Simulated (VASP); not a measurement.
ZnSe, 4 atoms in the cell. It takes space group P6_3/mmc (No. 194, hexagonal). The conventional cell has a = 3.854 Å, b = 3.854 Å, c = 6.252 Å, α = 90.00°, β = 90.00°, γ = 120.00°. Zn (site symmetry -3m) has 6 Se at 2.72 Å and 2 Zn at 3.13 Å within 3.6 Å. Se (site symmetry -6m2) has 6 Zn at 2.72 Å within 3.6 Å.  This cell differs from its parent crystal: volume changed by +6%.

* Program: VASP 6.6.1
* Task: single point
* Functional: r2SCAN
* Potentials or basis: VASP PAW PBE potentials, release 64 (Zn, Se)
* Cutoff: 520 eV
* k mesh: 6 × 6 × 4
* Occupations: fermi-dirac, width 0.02 eV
* Spin: no spin polarisation
* Dipole correction: no
* Further INCAR settings: ALGO = Normal; EDIFF = 1e-06; NBANDS = 26

Potentials or basis: VASP PAW PBE potentials, release 64 (Zn, Se).

Launch:

```sh
$ cat potpaw_PBE.64/Zn/POTCAR potpaw_PBE.64/Se/POTCAR > POTCAR
$ cp INCAR.step1 INCAR
$ mpirun -np 1 vasp_std > vasp.out
$ cp INCAR.step2 INCAR
$ mpirun -np 1 vasp_std > vasp.out
```

Hardware: 1 thread of Intel(R) Xeon(R) Platinum 8259CL CPU @ 2.50GHz (Skylake/Cascade Lake), on a shared host.

Estimate the wall time of this run.

It took 3 min on 1 thread of Intel(R) Xeon(R) Platinum 8259CL CPU @ 2.50GHz (Skylake/Cascade Lake), with other jobs on the host, peak memory 0.22 GiB. Counts: k points 21.
